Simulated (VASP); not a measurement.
Set up this calculation in VASP 6.6.1, as the native input.

```yaml
Task: single point
Functional: PBE
Potentials_or_basis: VASP PAW PBE potentials, release 64 (Al, Pt)
Cutoff: 520 eV
k_mesh: 11 × 11 × 11
Occupations: fermi-dirac, width 0.05 eV
Spin: no spin polarisation
Dipole_correction: no
Further_INCAR_settings: ALGO = Normal; EDIFF = 1e-06; NBANDS = 15
```

The structure of Al2Pt lies in POSCAR:

```
Al2Pt
1.0
    0.0000000000      2.9735292329      2.9735292329
    2.9735292329      0.0000000000      2.9735292329
    2.9735292329      2.9735292329      0.0000000000
Al Pt
2 1
Direct
    0.2500000000      0.2500000000      0.2500000000
    0.7500000000      0.7500000000      0.7500000000
    0.0000000000      0.0000000000      0.0000000000
```

The input as run:

INCAR

```
SYSTEM = Al2Pt
ALGO = Normal
EDIFF = 1E-6
ENCUT = 520
GGA = PE
ISIF = 2
ISMEAR = -1
LASPH = .True.
LCHARG = .False.
LREAL = .False.
LWAVE = .False.
NBANDS = 15
NELM = 80
PREC = Accurate
SIGMA = 0.05
```

KPOINTS

```
k-points
0
Gamma
  11 11 11
  0 0 0
```

Potentials or basis: VASP PAW PBE potentials, release 64 (Al, Pt).

Launch:

```bash
$ cat potpaw_PBE.64/Al/POTCAR potpaw_PBE.64/Pt/POTCAR > POTCAR
$ mpirun -np 1 vasp_std > vasp.out
```

It gave:

The pressure is -0.2 GPa and the band gap on the k mesh is zero (bands 8 and 9 overlap by 5.28 eV).

Caveat: spin-orbit coupling is left out, which moves the levels of the heavy elements.

Wall time 14 s on 1 thread of Intel(R) Xeon(R) 6975P-C (Granite Rapids), on a shared host, peak memory 0.19 GiB.
